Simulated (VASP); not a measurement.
Wanted: the native input for a VASP 6.6.1 run.

* Task: single point
* Functional: LDA
* Potentials or basis: VASP PAW LDA potentials, release 64 (Rh_pv)
* Cutoff: 520 eV
* k mesh: 15 × 15 × 4
* Occupations: fermi-dirac, width 0.1 eV
* Spin: no spin polarisation
* Dipole correction: no
* Further INCAR settings: ALGO = Normal; EDIFF = 1e-07; NBANDS = 38

The structure of Rh lies in POSCAR:

```
Rh
1.0
    2.5469999121      0.0000000000      0.0000000000
   -1.2734999560      2.2057666273      0.0000000000
    0.0000000000      0.0000000000      8.3093227984
Rh
4
Direct
    0.0000000000      0.0000000000      1.0000000000
    0.0000000000      0.0000000000      0.5000000000
    0.3333333333      0.6666666667      0.2500000000
    0.6666666667      0.3333333333      0.7500000000
```

This cell differs from its parent crystal: volume scaled by 0.88.

One way to write it, as run:

INCAR

```
PREC     = Accurate       # precision mode
ENCUT    = 520            # plane-wave cutoff, eV
EDIFF    = 1E-7           # SCF threshold, eV
ISMEAR   = -1             # smearing method
SIGMA    = 0.1            # smearing width, eV
LREAL    = F              # projectors in reciprocal space
LASPH    = T              # aspherical terms in the spheres
NELM     = 100            # most SCF steps
ALGO     = Normal         # electronic algorithm
ISIF     = 2              # what is computed and relaxed
LWAVE    = F              # write WAVECAR
LCHARG   = F              # write CHGCAR
NBANDS   = 38             # bands
```

KPOINTS

```
Automatic mesh
0
Gamma
  15 15 4
```

Potentials or basis: VASP PAW LDA potentials, release 64 (Rh_pv).

Run with:

```bash
$ cat potpaw_LDA.64/Rh_pv/POTCAR > POTCAR
$ mpirun -np 1 vasp_std > vasp.out
```

Results of the run:

```yaml
Pressure: 56.9 GPa
Band_gap_on_the_k_mesh: zero (band 30 reaches 15.90 eV, above the bottom of band 31 at 13.52 eV)
```

It took 51 s on 1 thread of AMD EPYC 9R45 96-Core Processor (Zen 5), on a shared host, peak memory 0.18 GiB.
